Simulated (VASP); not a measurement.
Wanted: the native input for a VASP 6.6.1 run.

```yaml
Task: single point
Functional: PBEsol
Potentials_or_basis: VASP PAW PBE potentials, release 64 (Zr_sv)
Cutoff: 520 eV
k_mesh: 9 × 9 × 5
Occupations: fermi-dirac, width 0.05 eV
Spin: no spin polarisation
Hubbard_terms: Zr d U = 2.0 eV
Dipole_correction: no
Further_INCAR_settings: ALGO = Normal; EDIFF = 1e-07; NBANDS = 19
```

The structure of Zr lies in POSCAR:

```
Zr
1.0
    3.2320000000      0.0000000000      0.0000000000
   -1.6160000000      2.7989941050      0.0000000000
    0.0000000000      0.0000000000      5.1470000000
Zr
2
Direct
    0.6666666667      0.3333333333      0.7500000000
    0.3333333333      0.6666666667      0.2500000000
```

These files were run (other wordings do the same):

INCAR

```
  PREC = Accurate
  ENCUT = 520
  EDIFF = 1E-7
  ISMEAR = -1
  SIGMA = 0.05
  LREAL = F
  LASPH = T
  NELM = 150
  ALGO = Normal
  ISIF = 2
  LWAVE = F
  LCHARG = T
  LMAXMIX = 4
  LDAU = T
  LDAUTYPE = 2
  LDAUL = 2
  LDAUU = 2
  LDAUJ = 0
  LDAUPRINT = 1
  GGA = PS
  LELF = T
  LVHAR = T
  NBANDS = 19
```

KPOINTS

```
Automatic mesh
0
Gamma
  9 9 5
```

Potentials or basis: VASP PAW PBE potentials, release 64 (Zr_sv).

Run with:

```sh
$ cat potpaw_PBE.64/Zr_sv/POTCAR > POTCAR
$ mpirun -np 1 vasp_std > vasp.out
```

Results of the run:

```
Pressure               : 1.8 GPa
Band gap on the k mesh : zero (band 12 reaches 10.14 eV, above the bottom of band 13 at 8.88 eV)
```

Caveat: the PAW data sets were made with another functional, which shifts forces and pressure a little; U without spin polarisation on a metal has little footing; the U is typed as a test and isn't derived for this compound.

It took 9.2 s on 1 thread of Intel(R) Xeon(R) 6975P-C (Granite Rapids), on a shared host, peak memory 0.16 GiB.
